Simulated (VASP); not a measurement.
# SbMo (Fm-3m) in VASP: notebook

The runs below take SbMo through single point, with r2SCAN.

All numbers are computed with VASP 6.6.1; they aren't measurements. Logs are shortened: lines on timing, memory, paths and dates and some standing lists are left out, and cuts for length are marked.

## 1. The cell of the first run

Symmetry: Fm-3m, No. 225, cubic system. The conventional cell has a = 5.533 Å, b = 5.533 Å, c = 5.533 Å, α = 90.00°, β = 90.00°, γ = 90.00°. Mo (site symmetry m-3m) has 6 Sb at 2.77 Å within 3.6 Å. Within 3.6 Å of Sb (site symmetry m-3m) lie 6 Mo at 2.77 Å.

## 2. Single point, r2SCAN (volume scaled by 1.020)

File POSCAR:

```
SbMo
1.0
    0.0000000000      2.7667334114      2.7667334114
    2.7667334114      0.0000000000      2.7667334114
    2.7667334114      2.7667334114      0.0000000000
Mo Sb
1 1
Direct
    0.5000000000      0.5000000000      0.5000000000
    0.0000000000      0.0000000000      0.0000000000
```

File INCAR.step1:

```
ALGO     = Normal         # electronic algorithm
EDIFF    = 1E-4           # SCF threshold, eV
ENCUT    = 520            # plane-wave cutoff, eV
GGA      = PE             # functional
ISMEAR   = 0              # smearing method
LASPH    = T              # aspherical terms in the spheres
LCHARG   = F              # write CHGCAR
LREAL    = F              # projectors in reciprocal space
LWAVE    = T              # write WAVECAR
NBANDS   = 16             # bands
NELM     = 60             # most SCF steps
PREC     = Accurate       # precision mode
SIGMA    = 0.05           # smearing width, eV
```

File INCAR.step2:

```
ALGO     = Normal         # electronic algorithm
EDIFF    = 1E-6           # SCF threshold, eV
ENCUT    = 520            # plane-wave cutoff, eV
ISIF     = 2              # what is computed and relaxed
ISMEAR   = 0              # smearing method
ISTART   = 1            
LASPH    = T              # aspherical terms in the spheres
LCHARG   = T              # write CHGCAR
LELF     = T              # ELF
LMIXTAU  = T            
LREAL    = F              # projectors in reciprocal space
LVHAR    = T            
LWAVE    = F              # write WAVECAR
METAGGA  = R2SCAN         # meta-GGA
NBANDS   = 16             # bands
NELM     = 60             # most SCF steps
PREC     = Accurate       # precision mode
SIGMA    = 0.05           # smearing width, eV
```

File KPOINTS:

```
k-points
0
Gamma
  10 10 10
```

Potentials or basis: VASP PAW PBE potentials, release 64 (Mo_sv, Sb).

Launch:

```console
$ cat potpaw_PBE.64/Mo_sv/POTCAR potpaw_PBE.64/Sb/POTCAR > POTCAR
$ cp INCAR.step1 INCAR
$ mpirun -np 1 vasp_std > vasp.out
$ cp INCAR.step2 INCAR
$ mpirun -np 1 vasp_std > vasp.out
```

OUTCAR:

```text
EDIFF = 1E-6
   ENCUT = 520
   ISIF = 2
   ISMEAR = 0
   ISTART = 1
   LASPH = T
   LREAL = F
   METAGGA = R2SCAN
   NELM = 60
   PREC = Accurate

 ion  position               nearest neighbor table
   1  0.500  0.500  0.500-   2 2.77   2 2.77   2 2.77   2 2.77   2 2.77   2 2.77
   2  0.000  0.000  0.000-   1 2.77   1 2.77   1 2.77   1 2.77   1 2.77   1 2.77

  LATTYP: Found a face centered cubic cell.
 ALAT       =     5.5334668228

  Lattice vectors:

 A1 = (   0.0000000000,   2.7667334114,   2.7667334114)
 A2 = (   2.7667334114,   0.0000000000,   2.7667334114)
 A3 = (   2.7667334114,   2.7667334114,   0.0000000000)

Analysis of symmetry for initial positions (statically):
=====================================================================
 Subroutine PRICEL returns:
 Original cell was already a primitive cell.

 Routine SETGRP: Setting up the symmetry group for a
 face centered cubic supercell.

 Subroutine GETGRP returns: Found 48 space group operations
 (whereof 48 operations were pure point group operations)
 out of a pool of 48 trial point group operations.

The static configuration has the point symmetry O_h .

Analysis of symmetry for dynamics (positions and initial velocities):
=====================================================================
 Subroutine PRICEL returns:
 Original cell was already a primitive cell.

 Routine SETGRP: Setting up the symmetry group for a
 face centered cubic supercell.

 Subroutine GETGRP returns: Found 48 space group operations
 (whereof 48 operations were pure point group operations)
 out of a pool of 48 trial point group operations.

The dynamic configuration has the point symmetry O_h .

 Subroutine INISYM returns: Found 48 space group operations
 (whereof 48 operations are pure point group operations),
 and found     1 'primitive' translations

----------------------------------------------------------------------------------------

                                     Primitive cell

  volume of cell :      42.3577

  direct lattice vectors                    reciprocal lattice vectors
     0.000000000  2.766733411  2.766733411    -0.180718532  0.180718532  0.180718532
     2.766733411  0.000000000  2.766733411     0.180718532 -0.180718532  0.180718532
     2.766733411  2.766733411  0.000000000     0.180718532  0.180718532 -0.180718532

  length of vectors
     3.912751914  3.912751914  3.912751914     0.313013679  0.313013679  0.313013679

[... 79 lines left out ...]
   NELM   =     60;   NELMIN=  2; NELMDL=  0     # of ELM steps
   EDIFF  = 0.1E-05   stopping-criterion for ELM
   LREAL  =      F    real-space projection
   EDIFFG = 0.1E-04   stopping-criterion for IOM
   NSW    =      0    number of steps for IOM
   IBRION =     -1    ionic relax: 0-MD 1-quasi-New 2-CG
   NFREE  =      0    steps in history (QN), initial steepest desc. (CG)
   ISIF   =      2    stress and relaxation
   ISYM   =      2    0-nonsym 1-usesym 2-fastsym
   POTIM  = 0.5000    time-step for ionic-motion
   TEBEG  =    0.0;   TEEND  =   0.0 temperature during run
   PSTRESS=    0.0 pullay stress
   NELECT =      19.0000    total number of electrons
   NUPDOWN=      -1.0000    fix difference up-down
   EMIN   =  10.00;   EMAX   =-10.00  energy-range for DOS
   EFERMI =   0.00;   METHOD = LEGACY
   ISMEAR =     0;   SIGMA  =   0.05  broadening in eV -4-tet -1-fermi 0-gaus
   EFERMI_NEDOS =   21; number of points for ismear=-14 and -15
   IALGO  =     38    algorithm
   IMIX   =      4    mixing-type and parameters
     AMIX     =   0.40;   BMIX     =  1.00
     AMIX_MAG =   1.60;   BMIX_MAG =  1.00
  volume/ion in A,a.u.               =      21.18       142.92
  Fermi-wavevector in a.u.,A,eV,Ry     =   1.253186  2.368177 21.367597  1.570474
  Thomas-Fermi vector in A             =   2.387050
   LORBIT       =      0    0 simple, 1 ext, 2 COOP (PROOUT), +10 PAW based schemes
   METAGGA = R2SCAN    functional components
   LHFCALC =     F    Hartree Fock is set to
   AEXX    =    0.0000 exact exchange contribution
   IVDW    =     0    specifies the selected vdW correction
   LEPSILON=     F    determine dielectric tensor
   LRPA    =     F    only Hartree local field effects (RPA)
 non-spin polarized calculation
 Gauss-broadening in eV      SIGMA  =   0.05
  energy-cutoff  :      520.00
  volume of cell :       42.36
 maximum number of plane-waves:      1159
 NGX is ok and might be reduce to    30
   NGX = 15   NGY = 15   NGZ = 15

 number of electron      19.0000003 magnetization

 Free energy of the ion-electron system (eV)
  ---------------------------------------------------
  ext. energy  EPLUGINS =         0.00000000
  ---------------------------------------------------
  free energy    TOTEN  =       -50.11329032 eV

  energy without entropy =      -50.10965290  energy(sigma->0) =      -50.11147161

 E-fermi :  10.0292     XC(G=0): -12.1119

 val. band max:       10.0278850198   @ k =   0.5000   0.1000   0.0000
 cond. band min:      10.0725767520   @ k =   0.5000   0.2000   0.1000
 fundamental gap:      0.0446917322
 Fermi energy:        10.0292103523

 k-point     1 :       0.0000    0.0000    0.0000
  band No.  band energies     occupation
      1     -52.8722      2.00000
      2     -26.2852      2.00000
      3     -26.2852      2.00000
      4     -26.2852      2.00000
      5      -2.4414      2.00000
      6       8.5809      2.00000
[... 433 lines left out ...]
      3     -26.3033      2.00000
      4     -26.3017      2.00000
      5      -0.6160      2.00000
      6       5.0703      2.00000
[... 8 lines left out ...]
     15      18.7943      0.00000
     16      21.0479      0.00000

 [... further k-points ...]

------------------------ aborting loop because EDIFF is reached ----------------------------------------

  FORCE on cell =-STRESS in cart. coord.  units (eV):
  Direction    XX          YY          ZZ          XY          YZ          ZX
  --------------------------------------------------------------------------------------
  -------------------------------------------------------------------------------------
  Total       -0.6389906     -0.6389906     -0.6389906      0.0000000     -0.0000000      0.0000000
  in kB      -24.1698046    -24.1698046    -24.1698046      0.0000000     -0.0000000      0.0000000
  external PRESSURE =     -24.1698046 kB  Pullay stress =       0.0000000 kB

 VOLUME and BASIS-vectors are now :
 -----------------------------------------------------------------------------
  energy-cutoff  :      520.00
  volume of cell :       42.36
      direct lattice vectors                 reciprocal lattice vectors
     0.000000000  2.766733411  2.766733411    -0.180718532  0.180718532  0.180718532
     2.766733411  0.000000000  2.766733411     0.180718532 -0.180718532  0.180718532
     2.766733411  2.766733411  0.000000000     0.180718532  0.180718532 -0.180718532

 POSITION                                       TOTAL-FORCE (eV/Angst)
 -----------------------------------------------------------------------------------
      2.76673      2.76673      2.76673        -0.000000     -0.000000     -0.000000
      0.00000      0.00000      0.00000         0.000000      0.000000      0.000000
 -----------------------------------------------------------------------------------
    total drift:                                0.000000     -0.000000      0.000000

  FREE ENERGIE OF THE ION-ELECTRON SYSTEM (eV)
  ---------------------------------------------------
  free  energy   TOTEN  =       -50.1132903221 eV

  energy  without entropy=      -50.1096529034  energy(sigma->0) =      -50.11147161
```

Run time: 49 s. Hardware: 1 thread of Intel Xeon 6975P-C (Granite Rapids), shared host; peak memory 0.19 GiB.

What came out:

```
Free energy : -50.1133 eV
Pressure    : -2.4 GPa
```

Levels at points of the mesh, in eV from the Fermi level:
| k point | band 8 | band 9 | band 10 | band 11 | band 12 | band 13 |
| --- | --- | --- | --- | --- | --- | --- |
| (0.00, 0.00, 0.00) | -1.45 | -1.07 | -1.07 | 1.11 | 1.11 | 1.11 |
| (0.50, 0.00, 0.00) | -3.84 | -0.04 | -0.04 | 0.71 | 4.31 | 6.48 |
| (0.50, 0.50, 0.00) | -1.51 | -1.51 | -0.38 | 0.52 | 0.52 | 1.55 |

Caveat: the PAW data sets were made with another functional, which shifts forces and pressure a little; spin-orbit coupling is left out, which moves the levels of the heavy elements.

## 3. Single point, r2SCAN (volume scaled by 1.040)

File POSCAR:

```
SbMo
1.0
    0.0000000000      2.7846997162      2.7846997162
    2.7846997162      0.0000000000      2.7846997162
    2.7846997162      2.7846997162      0.0000000000
Mo Sb
1 1
Direct
    0.5000000000      0.5000000000      0.5000000000
    0.0000000000      0.0000000000      0.0000000000
```

File INCAR.step1:

```
SYSTEM = SbMo
PREC = Accurate
ENCUT = 520
ISMEAR = 0
SIGMA = 0.05
LREAL = .False.
LASPH = .True.
NELM = 100
NBANDS = 16
GGA = PE
ALGO = Normal
EDIFF = 1E-4
LWAVE = .True.
LCHARG = .False.
```

File INCAR.step2:

```
SYSTEM = SbMo
PREC = Accurate
ENCUT = 520
EDIFF = 1E-6
ISMEAR = 0
SIGMA = 0.05
LREAL = .False.
LASPH = .True.
NELM = 100
ALGO = Normal
ISIF = 2
LWAVE = .False.
LCHARG = .True.
METAGGA = R2SCAN
LMIXTAU = .True.
LELF = .True.
LVHAR = .True.
NBANDS = 16
ISTART = 1
```

File KPOINTS:

```
Automatic mesh
0
Gamma
  10 10 10
  0 0 0
```

Potentials or basis: VASP PAW PBE potentials, release 64 (Mo_sv, Sb).

Launch:

```console
$ cat potpaw_PBE.64/Mo_sv/POTCAR potpaw_PBE.64/Sb/POTCAR > POTCAR
$ cp INCAR.step1 INCAR
$ mpirun -np 1 vasp_std > vasp.out
$ cp INCAR.step2 INCAR
$ mpirun -np 1 vasp_std > vasp.out
```

It took 49 s on 1 thread of Intel Xeon 6975P-C (Granite Rapids), shared host; peak memory 0.19 GiB.

It converged, with:

```
Free energy : -50.0949 eV
Pressure    : -4.7 GPa
```

Levels at points of the mesh, in eV from the Fermi level:
```tsv
k point	band 6	band 7	band 8	band 9	band 10	band 11	band 12	band 13	band 14	band 15
(0.00, 0.00, 0.00)	-1.40	-1.40	-1.40	-1.04	-1.04	1.06	1.06	1.06	6.94	7.85
(0.50, 0.00, 0.00)	-6.41	-3.76	-3.76	-0.03	-0.03	0.68	4.27	6.31	6.31	6.43
(0.50, 0.50, 0.00)	-4.69	-2.66	-1.50	-1.50	-0.38	0.50	0.50	1.49	3.99	8.91
```

Caveat: the PAW data sets were made with another functional, which shifts forces and pressure a little; spin-orbit coupling is left out, which moves the levels of the heavy elements.

## 4. Single point, r2SCAN (volume scaled by 1.070)

File POSCAR:

```
SbMo
1.0
    0.0000000000      2.8112222621      2.8112222621
    2.8112222621      0.0000000000      2.8112222621
    2.8112222621      2.8112222621      0.0000000000
Mo Sb
1 1
Direct
    0.5000000000      0.5000000000      0.5000000000
    0.0000000000      0.0000000000      0.0000000000
```

File INCAR.step1:

```
ALGO     = Normal         # electronic algorithm
EDIFF    = 1E-4           # SCF threshold, eV
ENCUT    = 520            # plane-wave cutoff, eV
GGA      = PE             # functional
ISMEAR   = 0              # smearing method
LASPH    = T              # aspherical terms in the spheres
LCHARG   = F              # write CHGCAR
LREAL    = F              # projectors in reciprocal space
LWAVE    = T              # write WAVECAR
NBANDS   = 16             # bands
NELM     = 60             # most SCF steps
PREC     = Accurate       # precision mode
SIGMA    = 0.05           # smearing width, eV
```

File INCAR.step2:

```
ALGO     = Normal         # electronic algorithm
EDIFF    = 1E-6           # SCF threshold, eV
ENCUT    = 520            # plane-wave cutoff, eV
ISIF     = 2              # what is computed and relaxed
ISMEAR   = 0              # smearing method
ISTART   = 1            
LASPH    = T              # aspherical terms in the spheres
LCHARG   = F              # write CHGCAR
LMIXTAU  = T            
LREAL    = F              # projectors in reciprocal space
LWAVE    = F              # write WAVECAR
METAGGA  = R2SCAN         # meta-GGA
NBANDS   = 16             # bands
NELM     = 60             # most SCF steps
PREC     = Accurate       # precision mode
SIGMA    = 0.05           # smearing width, eV
```

File KPOINTS:

```
k-points
0
Gamma
  10 10 10
```

Launch:

```console
$ cat potpaw_PBE.64/Mo_sv/POTCAR potpaw_PBE.64/Sb/POTCAR > POTCAR
$ cp INCAR.step1 INCAR
$ mpirun -np 1 vasp_std > vasp.out
$ cp INCAR.step2 INCAR
$ mpirun -np 1 vasp_std > vasp.out
```

Wall time 50 s (1 thread of Intel Xeon 6975P-C (Granite Rapids), shared host); peak memory 0.19 GiB.

The run converged. Its results:

```yaml
Free_energy: -50.0471 eV
Pressure: -7.6 GPa
```

Levels at points of the mesh, in eV from the Fermi level:
| k point | band 8 | band 9 | band 10 | band 11 | band 12 | band 13 |
| --- | --- | --- | --- | --- | --- | --- |
| (0.00, 0.00, 0.00) | -1.34 | -1.01 | -1.01 | 0.99 | 0.99 | 0.99 |
| (0.50, 0.00, 0.00) | -3.65 | -0.03 | -0.03 | 0.64 | 4.23 | 6.07 |
| (0.50, 0.50, 0.00) | -1.49 | -1.49 | -0.38 | 0.47 | 0.47 | 1.41 |

Caveat: the PAW data sets were made with another functional, which shifts forces and pressure a little; spin-orbit coupling is left out, which moves the levels of the heavy elements.

## 5. The runs side by side

| cell | gap on the mesh (eV) | pressure (GPa) |
| --- | --- | --- |
| a = 3.913 Å, angles 60.0°, 2 atoms | none | -2.4 |
| a = 3.938 Å, angles 60.0°, 2 atoms | none | -4.7 |
| a = 3.976 Å, angles 60.0°, 2 atoms | none | -7.6 |

Alike in all rows: task single point; level r2SCAN; potentials or basis VASP PAW PBE potentials, release 64 (Mo_sv, Sb); no spin polarisation; k mesh 10 × 10 × 10; cutoff (eV) 520; smearing gaussian 0.05 eV.

Caveats: the PAW data sets were made with another functional, which shifts forces and pressure a little; spin-orbit coupling is left out, which moves the levels of the heavy elements.

Absolute energies hang on the potentials; compare differences alone.
